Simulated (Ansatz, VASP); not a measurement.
## Two plane-wave programs on Mg3CdS2

```
CELL_PARAMETERS angstrom
3.63790 0.00000 0.00000
-1.81895 3.15052 0.00000
0.00000 0.00000 10.72425
ATOMIC_POSITIONS crystal
Mg 0.00000 0.00000 0.50000
Mg 0.33333 0.66667 0.21590
Mg 0.66667 0.33333 0.78410
Cd 0.00000 0.00000 0.00000
S 0.33333 0.66667 0.64223
S 0.66667 0.33333 0.35777
```

Alike in both runs: task relaxation of cell and atoms; functional PBE; k mesh 12 × 12 × 4; occupations gaussian, width 0.1 eV; no spin polarisation.

```csv
,VASP,Ansatz
version,VASP 6.6.1,Ansatz 0.2.0
potentials or method,"VASP PAW PBE potentials, release 64 (Mg, Cd, S), cutoff 600 eV","scalar-relativistic, plane waves, PAW"
valence electrons in the cell,30,62
```

|  | VASP | Ansatz | Ansatz less VASP |
| --- | --- | --- | --- |
| gap on the k mesh at the Fermi level, each at its own relaxed structure (eV) | none | none | - |
| relaxed volume (Å³/atom) | 20.36 | 20.43 | +0.073 |
| relaxed cell length with the largest relative difference (Å) | 3.622 | 3.626 | +0.0043 |

A gap of «none» marks a metal or a gap that the smearing closes. VASP's potentials hold 30 valence electrons a cell and Ansatz's 62, so a difference there can come from the potentials and not from the codes.
